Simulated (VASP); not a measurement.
# Ge (Cmmm) in VASP: further runs

Runs on Ge. Level: r2SCAN. Tasks: single point.

Program: VASP 6.6.1. These are calculated values, not measurements. Logs are shortened: lines on timing, memory, paths and dates and some standing lists are left out, and cuts for length are marked.

### Step 1. The cell of the first run

The structure is orthorhombic, space group Cmmm (No. 65). The conventional cell has a = 2.752 Å, b = 5.123 Å, c = 2.779 Å, α = 90.00°, β = 90.00°, γ = 90.00°. Within 3.6 Å of Ge (site symmetry mmm) lie 8 Ge at 2.75 to 2.91 Å.

### Step 2. Single point, r2SCAN (strain -0.015 along x and y, +0.030 along z)

The input, POSCAR:

```
Ge
1.0
    1.3761917650     -2.5615082600      0.0000000000
    1.3761917650      2.5615082600      0.0000000000
    0.0000000000      0.0000000000      2.7791779300
Ge
1
Direct
    0.5000000000      0.5000000000      0.0000000000
```

The input, INCAR.step1:

```
SYSTEM = Ge
PREC     = Accurate       ! precision mode
ENCUT    = 520            ! plane-wave cutoff, eV
ISMEAR   = 0              ! smearing method
SIGMA    = 0.15           ! smearing width, eV
LREAL    = .FALSE.        ! projectors in reciprocal space
LASPH    = .TRUE.         ! aspherical terms in the spheres
NELM     = 100            ! most SCF steps
NBANDS   = 13             ! bands
GGA      = PE             ! functional
ALGO     = Normal         ! electronic algorithm
EDIFF    = 1E-4           ! SCF threshold, eV
LWAVE    = .TRUE.         ! write WAVECAR
LCHARG   = .FALSE.        ! write CHGCAR
```

The input, INCAR.step2:

```
SYSTEM = Ge
PREC     = Accurate       ! precision mode
ENCUT    = 520            ! plane-wave cutoff, eV
EDIFF    = 1E-6           ! SCF threshold, eV
ISMEAR   = 0              ! smearing method
SIGMA    = 0.15           ! smearing width, eV
LREAL    = .FALSE.        ! projectors in reciprocal space
LASPH    = .TRUE.         ! aspherical terms in the spheres
NELM     = 100            ! most SCF steps
ALGO     = Normal         ! electronic algorithm
ISIF     = 2              ! what is computed and relaxed
LWAVE    = .FALSE.        ! write WAVECAR
LCHARG   = .FALSE.        ! write CHGCAR
METAGGA  = R2SCAN         ! meta-GGA
LMIXTAU  = .TRUE.       
NBANDS   = 13             ! bands
ISTART   = 1
```

The input, KPOINTS:

```
Automatic mesh
0
G
  20 20 18
  0 0 0
```

Potentials or basis: VASP PAW PBE potentials, release 64 (Ge_d).

Command:

```sh
$ cat potpaw_PBE.64/Ge_d/POTCAR > POTCAR
$ cp INCAR.step1 INCAR
$ mpirun -np 1 vasp_std > vasp.out
$ cp INCAR.step2 INCAR
$ mpirun -np 1 vasp_std > vasp.out
```

OUTCAR:

```text
SYSTEM = Ge
   PREC = Accurate
   ENCUT = 520
   EDIFF = 1E-6
   ISMEAR = 0
   LREAL = .FALSE.
   LASPH = .TRUE.
   NELM = 100
   ISIF = 2
   METAGGA = R2SCAN
   ISTART = 1

 ion  position               nearest neighbor table
   1  0.500  0.500  0.000-

  LATTYP: Found a base centered orthorhombic cell.
 ALAT       =     2.7523835300
 B/A-ratio  =     1.8613018368
 C/A-ratio  =     1.0097349805

  Lattice vectors:

 A1 = (   1.3761917650,  -2.5615082600,   0.0000000000)
 A2 = (   1.3761917650,   2.5615082600,   0.0000000000)
 A3 = (   0.0000000000,   0.0000000000,   2.7791779300)

Analysis of symmetry for initial positions (statically):
=====================================================================
 Subroutine PRICEL returns:
 Original cell was already a primitive cell.

 Routine SETGRP: Setting up the symmetry group for a
 base centered orthorhombic supercell.

 Subroutine GETGRP returns: Found  8 space group operations
 (whereof  8 operations were pure point group operations)
 out of a pool of  8 trial point group operations.

The static configuration has the point symmetry D_2h.

Analysis of symmetry for dynamics (positions and initial velocities):
=====================================================================
 Subroutine PRICEL returns:
 Original cell was already a primitive cell.

 Routine SETGRP: Setting up the symmetry group for a
 base centered orthorhombic supercell.

 Subroutine GETGRP returns: Found  8 space group operations
 (whereof  8 operations were pure point group operations)
 out of a pool of  8 trial point group operations.

The dynamic configuration has the point symmetry D_2h.

 Subroutine INISYM returns: Found  8 space group operations
 (whereof  8 operations are pure point group operations),
 and found     1 'primitive' translations

----------------------------------------------------------------------------------------

                                     Primitive cell

  volume of cell :      19.5939

  direct lattice vectors                    reciprocal lattice vectors
     1.376191765 -2.561508260  0.000000000     0.363321459 -0.195197497  0.000000000
     1.376191765  2.561508260  0.000000000     0.363321459  0.195197497  0.000000000
     0.000000000  0.000000000  2.779177930     0.000000000  0.000000000  0.359818632

  length of vectors
     2.907787534  2.907787534  2.779177930     0.412437323  0.412437323  0.359818632

  position of ions in fractional coordinates (direct lattice)
     0.500000000  0.500000000  0.000000000

  ion indices of the primitive-cell ions
   primitive index   ion index
                 1           1

----------------------------------------------------------------------------------------

 KPOINTS: Automatic mesh

Automatic generation of k-mesh.
 Grid dimensions read from file:
 generate k-points for:   20   20   18

 Generating k-lattice:

  Cartesian coordinates                     Fractional coordinates (reciprocal lattice)
     0.018166073 -0.009759875  0.000000000     0.050000000  0.000000000  0.000000000
     0.018166073  0.009759875  0.000000000     0.000000000  0.050000000  0.000000000
     0.000000000  0.000000000  0.019989924     0.000000000  0.000000000  0.055555556

  Length of vectors
     0.020621866  0.020621866  0.019989924

  Shift w.r.t. Gamma in fractional coordinates (k-lattice)
     0.000000000  0.000000000  0.000000000

 Subroutine IBZKPT returns following result:
 ===========================================

 Found   1110 irreducible k-points:

 Following reciprocal coordinates:
            Coordinates               Weight
  0.000000  0.000000  0.000000      1.000000
  0.050000 -0.000000  0.000000      4.000000
  0.100000 -0.000000  0.000000      4.000000
  0.150000 -0.000000  0.000000      4.000000
  0.200000 -0.000000  0.000000      4.000000
  0.250000 -0.000000  0.000000      4.000000
[... 16 lines left out ...]
 -0.400000  0.050000  0.000000      4.000000
 -0.350000  0.050000  0.000000      4.000000
 [... further k-points ...]
   k-points           NKPTS =   1110   k-points in BZ     NKDIM =   1110   number of bands    NBANDS=     13
   number of dos      NEDOS =    301   number of ions     NIONS =      1
   total plane-waves  NPLWV =  13824
   dimension x,y,z NGX =    24 NGY =   24 NGZ =   24
   dimension x,y,z NGXF=    48 NGYF=   48 NGZF=   48
   ions per type =               1
   NGX,Y,Z   is equivalent  to a cutoff of  13.72, 13.72, 14.36 a.u.
   NGXF,Y,Z  is equivalent  to a cutoff of  27.44, 27.44, 28.71 a.u.
 SYSTEM =  Ge
   PREC   = accura    normal or accurate (medium, high low for compatibility)
   ISTART =      1    job   : 0-new  1-cont  2-samecut
   ICHARG =      0    charge: 1-file 2-atom 10-const
   ISPIN  =      1    spin polarized calculation?
   LNONCOLLINEAR =      F non collinear calculations
   LSORBIT =      F    spin-orbit coupling
   LASPH  =      T    aspherical Exc in radial PAW
   ENCUT  =  520.0 eV  38.22 Ry    6.18 a.u.   5.41  5.41  5.17*2*pi/ulx,y,z
   NELM   =    100;   NELMIN=  2; NELMDL=  0     # of ELM steps
   EDIFF  = 0.1E-05   stopping-criterion for ELM
   LREAL  =      F    real-space projection
   EDIFFG = 0.1E-04   stopping-criterion for IOM
   NSW    =      0    number of steps for IOM
[... 5 lines left out ...]
   TEBEG  =    0.0;   TEEND  =   0.0 temperature during run
   PSTRESS=    0.0 pullay stress
   NELECT =      14.0000    total number of electrons
   NUPDOWN=      -1.0000    fix difference up-down
   EMIN   =  10.00;   EMAX   =-10.00  energy-range for DOS
   EFERMI =   0.00;   METHOD = LEGACY
   ISMEAR =     0;   SIGMA  =   0.15  broadening in eV -4-tet -1-fermi 0-gaus
   EFERMI_NEDOS =   21; number of points for ismear=-14 and -15
   IALGO  =     38    algorithm
   IMIX   =      4    mixing-type and parameters
     AMIX     =   0.40;   BMIX     =  1.00
     AMIX_MAG =   1.60;   BMIX_MAG =  1.00
  volume/ion in A,a.u.               =      19.59       132.23
  Fermi-wavevector in a.u.,A,eV,Ry     =   1.463560  2.765727 29.143781  2.142007
  Thomas-Fermi vector in A             =   2.579640
   LORBIT       =      0    0 simple, 1 ext, 2 COOP (PROOUT), +10 PAW based schemes
   METAGGA = R2SCAN    functional components
   LHFCALC =     F    Hartree Fock is set to
   AEXX    =    0.0000 exact exchange contribution
   IVDW    =     0    specifies the selected vdW correction
   LEPSILON=     F    determine dielectric tensor
   LRPA    =     F    only Hartree local field effects (RPA)
 non-spin polarized calculation
 Gauss-broadening in eV      SIGMA  =   0.15
  energy-cutoff  :      520.00
  volume of cell :       19.59
 maximum number of plane-waves:       543
 NGX is ok and might be reduce to    24
   NGX = 11   NGY = 11   NGZ = 11

 number of electron      14.0000000 magnetization

 Free energy of the ion-electron system (eV)
  ---------------------------------------------------
  ext. energy  EPLUGINS =         0.00000000
  ---------------------------------------------------
  free energy    TOTEN  =       -13.46329852 eV

  energy without entropy =      -13.45864982  energy(sigma->0) =      -13.46097417

 E-fermi :   6.1056     XC(G=0): -12.0772

 val. band max:        6.1045357230   @ k =   0.3500   0.2500   0.3333
 cond. band min:       6.1067957710   @ k =   0.5000   0.1500   0.3889
 fundamental gap:      0.0022600480
 Fermi energy:         6.1055789595

 k-point     1 :       0.0000    0.0000    0.0000
  band No.  band energies     occupation
      1     -19.3691      2.00000
      2     -19.3278      2.00000
      3     -19.2682      2.00000
      4     -19.1610      2.00000
      5     -19.1414      2.00000
      6      -7.4207      2.00000
      7      11.9369      0.00000
      8      14.3064      0.00000
      9      15.9374      0.00000
     10      15.9895      0.00000
     11      19.8388      0.00000
     12      22.5096      0.00000
     13      22.8149      0.00000

 k-point     2 :       0.0500   -0.0000    0.0000
  band No.  band energies     occupation
      1     -19.3664      2.00000
      2     -19.3250      2.00000
      3     -19.2688      2.00000
      4     -19.1615      2.00000
      5     -19.1429      2.00000
      6      -7.3543      2.00000
      7      12.0026      0.00000
      8      14.0068      0.00000
      9      15.1513      0.00000
     10      16.3146      0.00000
     11      19.9621      0.00000
     12      21.2644      0.00000
     13      23.2671      0.00000

 k-point     3 :       0.1000   -0.0000    0.0000
  band No.  band energies     occupation
      1     -19.3593      2.00000
      2     -19.3168      2.00000
      3     -19.2695      2.00000
      4     -19.1631      2.00000
      5     -19.1474      2.00000
      6      -7.1552      2.00000
      7      12.1985      0.00000
      8      13.0814      0.00000
      9      13.9959      0.00000
     10      16.5574      0.00000
     11      19.3093      0.00000
     12      21.4464      0.00000
     13      24.4090      0.00000

 k-point     4 :       0.1500   -0.0000    0.0000
  band No.  band energies     occupation
      1     -19.3502      2.00000
      2     -19.3056      2.00000
      3     -19.2671      2.00000
      4     -19.1661      2.00000
      5     -19.1538      2.00000
      6      -6.8232      2.00000
      7      11.4643      0.00000
      8      12.5211      0.00000
      9      13.1028      0.00000
     10      16.7200      0.00000
     11      18.4328      0.00000
     12      22.5791      0.00000
     13      25.8868      0.00000

 k-point     5 :       0.2000   -0.0000    0.0000
  band No.  band energies     occupation
      1     -19.3431      2.00000
      2     -19.2959      2.00000
      3     -19.2558      2.00000
      4     -19.1717      2.00000
      5     -19.1599      2.00000
      6      -6.3585      2.00000
      7       9.6000      0.00000
      8      12.3676      0.00000
      9      12.9642      0.00000
     10      16.5434      0.00000
     11      18.1246      0.00000
     12      23.9978      0.00000
     13      27.4864      0.00000
[... 257 lines left out ...]
 k-point    22 :      -0.4500    0.0500    0.0000
  band No.  band energies     occupation
      1     -19.3546      2.00000
      2     -19.2552      2.00000
      3     -19.2085      2.00000
      4     -19.1729      2.00000
      5     -19.1661      2.00000
      6      -2.7645      2.00000
      7       2.0098      2.00000
      8       9.5534      0.00000
      9      15.4599      0.00000
     10      15.8473      0.00000
     11      21.1431      0.00000
     12      23.4719      0.00000
     13      24.8449      0.00000

 k-point    23 :      -0.4000    0.0500    0.0000
  band No.  band energies     occupation
      1     -19.3497      2.00000
      2     -19.2627      2.00000
      3     -19.2021      2.00000
      4     -19.1824      2.00000
      5     -19.1712      2.00000
      6      -3.7385      2.00000
      7       3.5066      2.00000
      8       9.7361      0.00000
      9      15.1999      0.00000
     10      15.7930      0.00000
     11      20.2084      0.00000
     12      24.6048      0.00000
     13      26.2108      0.00000

 k-point    24 :      -0.3500    0.0500    0.0000
  band No.  band energies     occupation
      1     -19.3441      2.00000
      2     -19.2737      2.00000
      3     -19.2024      2.00000
      4     -19.1939      2.00000
      5     -19.1686      2.00000
      6      -4.6328      2.00000
      7       5.1633      2.00000
      8      10.0570      0.00000
      9      14.4966      0.00000
     10      16.2269      0.00000
     11      19.4173      0.00000
     12      26.0209      0.00000
     13      27.4751      0.00000

 [... further k-points ...]

------------------------ aborting loop because EDIFF is reached ----------------------------------------

  FORCE on cell =-STRESS in cart. coord.  units (eV):
  Direction    XX          YY          ZZ          XY          YZ          ZX
  --------------------------------------------------------------------------------------
  -------------------------------------------------------------------------------------
  Total        0.0251198     -0.1869436     -0.9783952      0.0000000      0.0000000      0.0000000
  in kB        2.0540274    -15.2862234    -80.0025486      0.0000000      0.0000000      0.0000000
  external PRESSURE =     -31.0782482 kB  Pullay stress =       0.0000000 kB

 VOLUME and BASIS-vectors are now :
 -----------------------------------------------------------------------------
  energy-cutoff  :      520.00
  volume of cell :       19.59
      direct lattice vectors                 reciprocal lattice vectors
     1.376191765 -2.561508260  0.000000000     0.363321459 -0.195197497  0.000000000
     1.376191765  2.561508260  0.000000000     0.363321459  0.195197497  0.000000000
     0.000000000  0.000000000  2.779177930     0.000000000  0.000000000  0.359818632

 POSITION                                       TOTAL-FORCE (eV/Angst)
 -----------------------------------------------------------------------------------
      1.37619      0.00000      0.00000         0.000000      0.000000      0.000000
 -----------------------------------------------------------------------------------
    total drift:                               -0.000000     -0.000000     -0.000000

  FREE ENERGIE OF THE ION-ELECTRON SYSTEM (eV)
  ---------------------------------------------------
  free  energy   TOTEN  =       -13.4632985152 eV

  energy  without entropy=      -13.4586498238  energy(sigma->0) =      -13.46097417
```

Run time: 22 min. Hardware: 1 thread of Oxide Virtual Turin-like, shared host; peak memory 0.33 GiB.

What came out:

- Free energy: -13.4633 eV
- Pressure: -3.1 GPa
- Band gap on the k mesh: zero (bands 7 and 8 overlap by 8.99 eV)

Caveat: the cell differs from its parent crystal (strain -0.015 along x and y, +0.030 along z); the stress differs along the axes, from -8 to 0 GPa; the PAW data sets were made with another functional, which shifts forces and pressure a little.

### Step 3. Single point, r2SCAN (strain +0.030 along x and y, -0.015 along z)

The input, POSCAR:

```
Ge
1.0
    1.4390634700     -2.6785314800      0.0000000000
    1.4390634700      2.6785314800      0.0000000000
    0.0000000000      0.0000000000      2.6577575350
Ge
1
Direct
    0.5000000000      0.5000000000      0.0000000000
```

The input, INCAR.step1:

```
SYSTEM = Ge
PREC = Accurate ; ENCUT = 520
ISMEAR = 0 ; SIGMA = 0.15
LREAL = .False. ; LASPH = .True.
NELM = 60 ; NBANDS = 13
GGA = PE ; ALGO = Normal
EDIFF = 1E-4 ; LWAVE = .True.
LCHARG = .False.
```

The input, INCAR.step2:

```
SYSTEM = Ge
PREC = Accurate ; ENCUT = 520
EDIFF = 1E-6 ; ISMEAR = 0
SIGMA = 0.15 ; LREAL = .False.
LASPH = .True. ; NELM = 60
ALGO = Normal ; ISIF = 2
LWAVE = .False. ; LCHARG = .False.
METAGGA = R2SCAN ; LMIXTAU = .True.
NBANDS = 13 ; ISTART = 1
```

The input, KPOINTS:

```
Automatic mesh
0
Gamma
  20 20 18
  0 0 0
```

Potentials or basis: VASP PAW PBE potentials, release 64 (Ge_d).

Command:

```sh
$ cat potpaw_PBE.64/Ge_d/POTCAR > POTCAR
$ cp INCAR.step1 INCAR
$ mpirun -np 1 vasp_std > vasp.out
$ cp INCAR.step2 INCAR
$ mpirun -np 1 vasp_std > vasp.out
```

It took 16 min on 1 thread of Oxide Virtual Turin-like, shared host; peak memory 0.33 GiB.

The run converged. Its results:

* Free energy: -13.4432 eV
* Pressure: -5.4 GPa
* Band gap on the k mesh: zero (bands 7 and 8 overlap by 9.52 eV)

Stress tensor (GPa, compression positive):
```
-7.21  0.00  0.00
 0.00 -7.72  0.00
 0.00  0.00 -1.38
```

Levels at points of the mesh, in eV from the Fermi level:
```tsv
k point	band 3	band 4	band 5	band 6	band 7	band 8	band 9	band 10	band 11	band 12
(0.00, 0.00, 0.00)	-25.38	-25.27	-25.25	-13.15	6.52	7.92	7.95	10.77	12.70	14.91
(0.50, 0.00, 0.00)	-25.30	-25.30	-25.28	-8.41	-5.34	3.05	7.41	11.52	17.74	18.30
(0.50, 0.50, 0.00)	-25.30	-25.30	-25.26	-9.23	-5.52	4.77	9.00	10.88	17.02	18.03
(0.00, 0.00, 0.50)	-25.36	-25.34	-25.26	-8.90	-5.66	9.79	11.22	16.26	16.27	16.97
(0.50, 0.00, 0.50)	-25.37	-25.29	-25.18	-3.64	-2.02	-1.97	4.23	6.33	11.89	13.17
(0.50, 0.50, 0.50)	-25.35	-25.30	-25.19	-4.59	-2.62	-2.10	3.90	8.07	13.64	14.93
```

Caveat: the cell differs from its parent crystal (strain +0.030 along x and y, -0.015 along z); the stress differs along the axes, from -8 to -1 GPa; the PAW data sets were made with another functional, which shifts forces and pressure a little.

### Step 4. Single point, r2SCAN (strain +0.015 along x and y, +0.015 along z)

The input, POSCAR:

```
Ge
1.0
    1.4181062350     -2.6395237400      0.0000000000
    1.4181062350      2.6395237400      0.0000000000
    0.0000000000      0.0000000000      2.7387044650
Ge
1
Direct
    0.5000000000      0.5000000000      0.0000000000
```

The input, INCAR.step1:

```
SYSTEM = Ge
PREC = Accurate
ENCUT = 520
ISMEAR = 0
SIGMA = 0.15
LREAL = .False.
LASPH = .True.
NELM = 100
NBANDS = 13
GGA = PE
ALGO = Normal
EDIFF = 1E-4
LWAVE = .True.
LCHARG = .False.
```

The input, INCAR.step2:

```
SYSTEM = Ge
PREC = Accurate
ENCUT = 520
EDIFF = 1E-6
ISMEAR = 0
SIGMA = 0.15
LREAL = .False.
LASPH = .True.
NELM = 100
ALGO = Normal
ISIF = 2
LWAVE = .False.
LCHARG = .True.
METAGGA = R2SCAN
LMIXTAU = .True.
LELF = .True.
LVHAR = .True.
NBANDS = 13
ISTART = 1
```

The input, KPOINTS:

```
regular mesh
0
Gamma
  20 20 18
  0 0 0
```

Command:

```sh
$ cat potpaw_PBE.64/Ge_d/POTCAR > POTCAR
$ cp INCAR.step1 INCAR
$ mpirun -np 1 vasp_std > vasp.out
$ cp INCAR.step2 INCAR
$ mpirun -np 1 vasp_std > vasp.out
```

It took 18 min on 1 thread of Oxide Virtual Turin-like, shared host; peak memory 0.33 GiB.

The run converged. Its results:

```yaml
Free_energy: -13.4537 eV
Pressure: -5.7 GPa
Band_gap_on_the_k_mesh: zero (bands 7 and 8 overlap by 9.64 eV)
```

Stress tensor (GPa, compression positive):
```
-5.12  0.00  0.00
 0.00 -5.95  0.00
 0.00  0.00 -6.08
```

Levels at points of the mesh, in eV from the Fermi level:
```tsv
k point	band 4	band 5	band 6	band 7	band 8	band 9	band 10	band 11
(0.00, 0.00, 0.00)	-25.27	-25.25	-13.14	6.73	7.17	8.68	10.38	12.97
(0.50, 0.00, 0.00)	-25.28	-25.28	-8.07	-5.31	3.48	7.80	10.58	16.94
(0.50, 0.50, 0.00)	-25.29	-25.26	-8.94	-5.51	5.29	9.45	9.91	16.20
(0.00, 0.00, 0.50)	-25.31	-25.28	-9.41	-5.64	10.02	11.53	16.34	16.89
(0.50, 0.00, 0.50)	-25.28	-25.19	-3.87	-2.36	-1.69	4.19	6.35	11.85
(0.50, 0.50, 0.50)	-25.28	-25.20	-4.85	-2.51	-2.34	3.83	8.16	13.67
```

Caveat: the cell differs from its parent crystal (strain +0.015 along x and y, +0.015 along z); the cell stands under tension; the PAW data sets were made with another functional, which shifts forces and pressure a little.

### Step 5. Overview

```csv
cell,gap on the mesh (eV),pressure (GPa)
"a = 2.908, b = 2.908, c = 2.779 Å, angles 90.0, 90.0, 123.5°, 1 atom",none,-3.1
"a = 3.041, b = 3.041, c = 2.658 Å, angles 90.0, 90.0, 123.5°, 1 atom",none,-5.4
"a = 2.996, b = 2.996, c = 2.739 Å, angles 90.0, 90.0, 123.5°, 1 atom",none,-5.7
```

Alike in all rows: task single point; level r2SCAN; potentials or basis VASP PAW PBE potentials, release 64 (Ge_d); no spin polarisation; k mesh 20 × 20 × 18; cutoff (eV) 520; smearing gaussian 0.15 eV.

Caveats: the PAW data sets were made with another functional, which shifts forces and pressure a little; the stress differs along the axes, from -8 to 0 GPa (at least some runs); the stress differs along the axes, from -8 to -1 GPa (at least some runs); the cell stands under tension (at least some runs).

Absolute energies hang on the potentials; compare differences alone.
